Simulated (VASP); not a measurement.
Set up this calculation in VASP 6.6.1, as the native input.

```
Task                   : single point
Functional             : PBE
Potentials or basis    : VASP PAW PBE potentials, release 64 (Li_sv, Nb_sv, O)
Cutoff                 : 520 eV
k mesh                 : 6 × 6 × 6
Occupations            : fermi-dirac, width 0.02 eV
Spin                   : no spin polarisation
Dipole correction      : no
Further INCAR settings : ALGO = Normal; EDIFF = 1e-07; NBANDS = 45
```

The structure of LiNbO3 lies in POSCAR:

```
LiNbO3
1.0
    2.5947508721      1.4980801145      4.6714923542
   -2.5947508721      1.4980801145      4.6714923542
    0.0000000000     -2.9961602290      4.6714923542
Li Nb O
2 2 6
Direct
    0.2816005399      0.2816005399      0.2816005399
    0.7816005399      0.7816005399      0.7816005399
    0.0004548821      0.0004548821      0.0004548821
    0.5004548821      0.5004548821      0.5004548821
    0.1104435796      0.3581703349      0.7211456635
    0.7211456635      0.1104435796      0.3581703349
    0.3581703349      0.7211456635      0.1104435796
    0.2211456635      0.8581703349      0.6104435796
    0.8581703349      0.6104435796      0.2211456635
    0.6104435796      0.2211456635      0.8581703349
```

One way to write it, as run:

INCAR

```
SYSTEM = LiNbO3
ALGO     = Normal         ! electronic algorithm
EDIFF    = 1E-7           ! SCF threshold, eV
ENCUT    = 520            ! plane-wave cutoff, eV
GGA      = PE             ! functional
ISIF     = 2              ! what is computed and relaxed
ISMEAR   = -1             ! smearing method
LASPH    = .TRUE.         ! aspherical terms in the spheres
LCHARG   = .FALSE.        ! write CHGCAR
LREAL    = .FALSE.        ! projectors in reciprocal space
LWAVE    = .FALSE.        ! write WAVECAR
NBANDS   = 45             ! bands
NELM     = 100            ! most SCF steps
PREC     = Accurate       ! precision mode
SIGMA    = 0.02           ! smearing width, eV
```

KPOINTS

```
k-points
0
G
  6 6 6
  0 0 0
```

Potentials or basis: VASP PAW PBE potentials, release 64 (Li_sv, Nb_sv, O).

Launch:

```bash
$ cat potpaw_PBE.64/Li_sv/POTCAR potpaw_PBE.64/Nb_sv/POTCAR potpaw_PBE.64/O/POTCAR > POTCAR
$ mpirun -np 1 vasp_std > vasp.out
```

It gave:

```
Largest force          : 0.023 eV/Å
Band gap on the k mesh : 3.56 eV (least direct gap 3.57 eV)
```

It took 3.6 min on 1 thread of Intel(R) Xeon(R) Platinum 8259CL CPU @ 2.50GHz (Skylake/Cascade Lake), on a shared host, peak memory 0.32 GiB.
